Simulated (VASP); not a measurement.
Here is a VASP 6.6.1 calculation.

Contents of POSCAR:

```
Bi
1.0
    2.2672586491      1.3090023913      4.1166667488
   -2.2672586491      1.3090023913      4.1166667488
    0.0000000000     -2.6180047827      4.1166667487
Bi
2
Direct
    0.2317091399      0.2317091399      0.2317091399
    0.7682908601      0.7682908601      0.7682908601
```

File INCAR.step1:

```
PREC = Accurate
ENCUT = 520
ISMEAR = -1
SIGMA = 0.1
LREAL = F
LASPH = T
NELM = 60
NBANDS = 22
GGA = PE
ALGO = Normal
EDIFF = 1E-4
LWAVE = T
LCHARG = F
```

The input INCAR.step2:

```
PREC = Accurate
ENCUT = 520
EDIFF = 1E-6
ISMEAR = -1
SIGMA = 0.1
LREAL = F
LASPH = T
NELM = 60
ALGO = Normal
ISIF = 2
LWAVE = F
LCHARG = T
METAGGA = R2SCAN
LMIXTAU = T
LELF = T
LVHAR = T
NBANDS = 22
ISTART = 1
```

KPOINTS

```
Automatic mesh
0
Gamma
  7 7 7
```

Potentials or basis: VASP PAW PBE potentials, release 64 (Bi_d).

Launch:

```console
$ cat potpaw_PBE.64/Bi_d/POTCAR > POTCAR
$ cp INCAR.step1 INCAR
$ mpirun -np 1 vasp_std > vasp.out
$ cp INCAR.step2 INCAR
$ mpirun -np 1 vasp_std > vasp.out
```

(1) Estimate the pressure.

(2) Predict the largest force.

## Answers

(1) -0.1 GPa.

(2) 0.007 eV/Å.

Caveat: the PAW data sets were made with another functional, which shifts forces and pressure a little.
